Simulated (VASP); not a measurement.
A run of VASP 6.6.1 is set up as follows.

Contents of INCAR:

```
SYSTEM = CdTe
ALGO = Normal
EDIFF = 1E-8
ENCUT = 520
GGA = CA
IBRION = 8
ISIF = 2
ISMEAR = 0
LASPH = .TRUE.
LCHARG = .TRUE.
LREAL = .FALSE.
LWAVE = .FALSE.
NBANDS = 16
NELM = 100
NSW = 1
PREC = Accurate
SIGMA = 0.01
```

File KPOINTS:

```
k-points
0
G
  6 6 6
  0 0 0
```

The input POSCAR:

```
CdTe
1.0
    3.1280118734      3.1280118734      0.0000000000
   -3.1280118734      3.1280118734      0.0000000000
    0.0000000000      3.1280118734      3.1280118734
Cd Te
1 1
Direct
    0.0000000000      0.0000000000      0.0000000000
    0.7500000000      0.2500000000      0.5000000000
```

Potentials or basis: VASP PAW LDA potentials, release 64 (Cd, Te).

Command:

```console
$ cat potpaw_LDA.64/Cd/POTCAR potpaw_LDA.64/Te/POTCAR > POTCAR
$ mpirun -np 1 vasp_std > vasp.out
```

**Question.** What does it give for the highest phonon frequency at Γ, LO-TO splitting left out?

**Answer.** 170 cm⁻¹.

Phonon frequencies in cm⁻¹ (negative: imaginary):
```tsv
q point	frequencies
(0.000, 0.000, 0.000)	0 0 0 170 170 170
```

Caveat: the cell stands under pressure or tension, which shifts response properties.
